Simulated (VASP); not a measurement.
Input of a VASP 6.6.1 run:

Contents of INCAR:

```
SYSTEM = CsAuBr3
ALGO = Normal
EDIFF = 1E-6
ENCUT = 520
GGA = PE
ISIF = 2
ISMEAR = 0
LASPH = .True.
LCHARG = .False.
LREAL = .False.
LWAVE = .False.
NBANDS = 52
NELM = 80
PREC = Accurate
SIGMA = 0.1
```

Contents of KPOINTS:

```
k-points
0
Gamma
  2 3 2
  0 0 0
```

POSCAR

```
CsAuBr3
1.0
    8.5185730000     -0.3498830000     -1.2308680000
   -0.7514050000      6.0902840000      0.6291560000
   -0.5667150000     -0.5060770000      7.4168660000
Au Br Cs
2 6 2
Direct
    0.6860509520      0.7217973310      0.9412385287
    0.9616697563      0.5217684068      0.1218171942
    0.0558555272      0.9341424827      0.3563926372
    0.1823292667      0.2886279920      1.0190989330
    0.7268555022      0.7506868963      0.3656578147
    0.3885502611      0.0499828724      0.8564699779
   -0.0229151410      0.7992347882      0.7728358749
    0.4251468636      0.6365303239      0.1323549323
    0.3008083852      0.5093316556      0.5854932998
    0.7841309050      0.2273042855      0.6693360489
```

Potentials or basis: VASP PAW PBE potentials, release 64 (Au, Br, Cs_sv).

Launch:

```console
$ cat potpaw_PBE.64/Au/POTCAR potpaw_PBE.64/Br/POTCAR potpaw_PBE.64/Cs_sv/POTCAR > POTCAR
$ mpirun -np 1 vasp_std > vasp.out
```

Question: Predict the pressure.

Answer: -0.1 GPa.

Question: Estimate the largest force.

Answer: 1.796 eV/Å.

Question: Predict the band gap on the k mesh.

Answer: 0.40 eV.

Stress tensor (GPa, compression positive):
```
-1.03  1.03  1.50
 1.03  0.73 -0.66
 1.50 -0.66  0.01
```

Caveat: the k points lie up to 0.43 Å⁻¹ apart; spin-orbit coupling is left out, which moves the levels of the heavy elements.
